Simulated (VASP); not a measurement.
Wanted: the native input for a VASP 6.6.1 run.

- Task: single point
- Functional: PBEsol
- Potentials or basis: VASP PAW PBE potentials, release 64 (Pb_d)
- Cutoff: 520 eV
- k mesh: 15 × 15 × 10
- Occupations: gaussian, width 0.15 eV
- Spin: no spin polarisation
- Dipole correction: no
- Further INCAR settings: ALGO = Fast; EDIFF = 1e-06; NBANDS = 21

The structure of Pb lies in POSCAR:

```
Pb
1.0
    3.4800006906      0.0000000000      0.0000000000
   -1.7400003453      3.0137690032      0.0000000000
    0.0000000000      0.0000000000      5.5900000000
Pb
2
Direct
    0.3333333333      0.6666666667      0.2500000000
    0.6666666667      0.3333333333      0.7500000000
```

One way to write it, as run:

INCAR

```
PREC = Accurate
ENCUT = 520
EDIFF = 1E-6
ISMEAR = 0
SIGMA = 0.15
LREAL = F
LASPH = T
NELM = 80
ALGO = Fast
ISIF = 2
LWAVE = F
LCHARG = F
GGA = PS
NBANDS = 21
```

KPOINTS

```
regular mesh
0
Gamma
  15 15 10
```

Potentials or basis: VASP PAW PBE potentials, release 64 (Pb_d).

Command:

```bash
$ cat potpaw_PBE.64/Pb_d/POTCAR > POTCAR
$ mpirun -np 1 vasp_std > vasp.out
```

It gave:

```yaml
Pressure: 0.9 GPa
Band_gap_on_the_k_mesh: zero (band 14 reaches 13.20 eV, above the bottom of band 15 at 5.34 eV)
```

Caveat: the PAW data sets were made with another functional, which shifts forces and pressure a little; spin-orbit coupling is left out, which moves the levels of the heavy elements.

Run time: 110 s on 1 thread of Intel(R) Xeon(R) Platinum 8488C (Sapphire Rapids) (shared host), peak memory 0.28 GiB.
